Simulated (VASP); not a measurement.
**Si3WC2: single point with PBE**

The system is Si3WC2.

```
Si W C
1.0
     4.67855    0.00000    0.00000
    -2.33927    4.05174    0.00000
     0.00000    0.00000    5.74683
Si W C
3 1 2
Cartesian
  2.3393 0.0000 0.0000
  -1.1696 2.0259 0.0000
  1.1696 2.0259 0.0000
  0.0000 0.0000 0.0000
  0.0000 2.7012 0.0000
  2.3393 1.3506 0.0000
```

The cell was generated, and may not be a known phase.

- Program: VASP 6.6.1
- Task: single point
- Functional: PBE
- Potentials or basis: VASP PAW PBE potentials, release 64 (Si, W_sv, C)
- Cutoff: 520 eV
- k mesh: 6 × 6 × 4
- Occupations: gaussian, width 0.1 eV
- Spin: no spin polarisation

The pressure is 140.0 GPa. The band gap on the k mesh is zero (bands 17 and 18 overlap by 0.88 eV).

Stress tensor (GPa, compression positive):
```
210.81   0.00   0.00
  0.00 210.81   0.00
  0.00   0.00  -1.51
```

Levels at points of the mesh, in eV from the Fermi level:
| k point | band 14 | band 15 | band 16 | band 17 | band 18 | band 19 | band 20 | band 21 |
| --- | --- | --- | --- | --- | --- | --- | --- | --- |
| (0.00, 0.00, 0.00) | -0.84 | -0.84 | -0.76 | 0.60 | 0.60 | 1.92 | 1.92 | 2.89 |
| (0.50, 0.00, 0.00) | -1.71 | -0.62 | -0.42 | 0.14 | 0.81 | 1.17 | 1.32 | 2.42 |
| (0.00, 0.00, 0.50) | -0.88 | -0.88 | -0.06 | 0.60 | 0.60 | 1.79 | 1.79 | 1.88 |
| (0.50, 0.00, 0.50) | -1.78 | -0.42 | -0.38 | 0.45 | 0.59 | 0.75 | 1.97 | 2.43 |

Wall time 61 s on 1 thread of Intel(R) Xeon(R) Platinum 8259CL CPU @ 2.50GHz (Skylake/Cascade Lake), on a shared host, peak memory 0.26 GiB.

Caveat: the stress differs along the axes, from -2 to 211 GPa; spin-orbit coupling is left out, which moves the levels of the heavy elements.
